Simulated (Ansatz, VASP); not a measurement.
## Gd: VASP beside Ansatz

The input INCAR:

```
SYSTEM = Gd
  PREC = Accurate
  ENCUT = 520
  EDIFF = 1E-7
  ISMEAR = -1
  SIGMA = 0.05
  LREAL = .FALSE.
  LASPH = .TRUE.
  NELM = 150
  ALGO = Normal
  ISIF = 2
  LWAVE = .FALSE.
  LCHARG = .FALSE.
  ISPIN = 2
  MAGMOM = 8.4 -8.4
  LORBIT = 11
  LMAXMIX = 6
  GGA = PE
  NBANDS = 29
```

KPOINTS

```
Automatic mesh
0
G
  10 10 5
  0 0 0
```

Contents of POSCAR:

```
Gd
1.0
    3.6360000000      0.0000000000      0.0000000000
   -1.8180000000      3.1488680000      0.0000000000
    0.0000000000      0.0000000000      5.7826000000
Gd
2
Direct
    0.3333333333      0.6666666667      0.2500000000
    0.6666666667      0.3333333333      0.7500000000
```

Input for Ansatz:

```yaml
crystal:
  lattice:
    - [3.636, 0.0, 0.0]
    - [-1.818, 3.148868, 0.0]
    - [0.0, 0.0, 5.7826]
  atoms:
    - { symbol: Gd, position: [0.3333333333333333, 0.6666666666666666, 0.25], spin: 8.4 }
    - { symbol: Gd, position: [0.6666666666666666, 0.3333333333333333, 0.75], spin: -8.4 }
basis:
  ecutwfc: 470.0
kpoints:
  mp_grid:
    grid: [10, 10, 5]
magnetization:
  spin_polarized: true
scf:
  occupations:
    method: fermi_dirac
    width: 0.05
output:
  eigenvalues: true
```

Alike in both runs: task single point; functional PBE; k mesh 10 × 10 × 5; occupations fermi-dirac, width 0.05 eV; collinear spin.

```csv
,VASP,Ansatz
version,VASP 6.6.1,Ansatz 0.2.0
potentials or method,"VASP PAW PBE potentials, release 64 (Gd), cutoff 520 eV","plane waves, PAW"
valence electrons in the cell,36,36
```

|  | VASP | Ansatz | Ansatz less VASP |
| --- | --- | --- | --- |
| gap on the k mesh at the Fermi level (eV) | none | none | - |
| net moment per atom (μB) | 0.00 | 0.00 | 0.000 |
| size of the moment on the site where the two differ most (μB) | 6.93 | 7.25 | +0.311 |

Site moments also hang on the region over which each program counts them. A gap of «none» marks a metal or a gap that the smearing closes. Ansatz's warnings: given moment on shells.

Neither program's run includes spin-orbit coupling.
